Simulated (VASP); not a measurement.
Set up this calculation in VASP 6.6.1, as the native input.

| Quantity | Value |
| --- | --- |
| Task | single point |
| Functional | PBE |
| Potentials or basis | VASP PAW PBE potentials, release 64 (Ga_d, Ru_pv, Pt) |
| Cutoff | 520 eV |
| k mesh | 4 × 4 × 4 |
| Occupations | gaussian, width 0.1 eV |
| Spin | no spin polarisation |
| Dipole correction | no |
| Further INCAR settings | ALGO = Normal; EDIFF = 1e-06; NBANDS = 47 |

The structure of Ga4RuPt lies in POSCAR:

```
Ga4RuPt
1.0
    0.0000000000      3.6798533500      3.6798533500
    3.6798533500      0.0000000000      3.6798533500
    3.6798533500      3.6798533500      0.0000000000
Ga Ru Pt
4 1 1
Direct
    0.8769740200      0.3743419900      0.3743419900
    0.3743419900      0.3743419900      0.3743419900
    0.3743419900      0.8769740200      0.3743419900
    0.3743419900      0.3743419900      0.8769740200
    0.0000000000      0.0000000000      0.0000000000
    0.7500000000      0.7500000000      0.7500000000
```

The cell was generated, and may not be a known phase.

The input as run:

INCAR

```
PREC     = Accurate       # precision mode
ENCUT    = 520            # plane-wave cutoff, eV
EDIFF    = 1E-6           # SCF threshold, eV
ISMEAR   = 0              # smearing method
SIGMA    = 0.1            # smearing width, eV
LREAL    = False          # projectors in reciprocal space
LASPH    = True           # aspherical terms in the spheres
NELM     = 100            # most SCF steps
ALGO     = Normal         # electronic algorithm
ISIF     = 2              # what is computed and relaxed
LWAVE    = False          # write WAVECAR
LCHARG   = False          # write CHGCAR
GGA      = PE             # functional
NBANDS   = 47             # bands
```

KPOINTS

```
Automatic mesh
0
Gamma
  4 4 4
```

Potentials or basis: VASP PAW PBE potentials, release 64 (Ga_d, Ru_pv, Pt).

Run with:

```sh
$ cat potpaw_PBE.64/Ga_d/POTCAR potpaw_PBE.64/Ru_pv/POTCAR potpaw_PBE.64/Pt/POTCAR > POTCAR
$ mpirun -np 1 vasp_std > vasp.out
```

It gave:

```yaml
Pressure: -6.5 GPa
Largest_force: 0.207 eV/Å
Band_gap_on_the_k_mesh: zero (bands 38 and 39 overlap by 0.70 eV)
```

Caveat: the k points lie up to 0.37 Å⁻¹ apart, too coarse for converged energies and pressures of a metal; spin-orbit coupling is left out, which moves the levels of the heavy elements.

Wall time 51 s on 1 thread of AMD EPYC 7R43 64-Core Processor (Zen 3), on a shared host, peak memory 0.22 GiB.
